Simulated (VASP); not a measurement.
Here is a VASP 6.6.1 calculation.

The input INCAR:

```
SYSTEM = Sb
ALGO = Normal ; EDIFF = 1E-6
ENCUT = 520 ; GGA = PS
ISIF = 2 ; ISMEAR = 0
LASPH = .TRUE. ; LCHARG = .FALSE.
LREAL = .FALSE. ; LWAVE = .FALSE.
NBANDS = 12 ; NELM = 60
PREC = Accurate ; SIGMA = 0.1
```

KPOINTS

```
k-points
0
G
  6 6 6
  0 0 0
```

POSCAR

```
Sb
1.0
    2.0944069645      1.2092064248      3.5535001936
   -2.0944069645      1.2092064248      3.5535001936
    0.0000000000     -2.4184128495      3.5535001936
Sb
2
Direct
    0.2386342958      0.2386342958      0.2386342958
    0.7613657042      0.7613657042      0.7613657042
```

Potentials or basis: VASP PAW PBE potentials, release 64 (Sb).

Run with:

```console
$ cat potpaw_PBE.64/Sb/POTCAR > POTCAR
$ mpirun -np 1 vasp_std > vasp.out
```

Task: Estimate the largest force.

Result: 0.094 eV/Å.

Task: Estimate the band gap on the k mesh.

Result: Zero (band 5 reaches 8.88 eV, above the bottom of band 6 at 8.27 eV).

Task: Estimate the pressure.

Result: 6.7 GPa.

Stress tensor (GPa, compression positive):
```
6.85 0.00 0.00
0.00 6.85 0.00
0.00 0.00 6.41
```

Caveat: the PAW data sets were made with another functional, which shifts forces and pressure a little; spin-orbit coupling is left out, which moves the levels of the heavy elements.
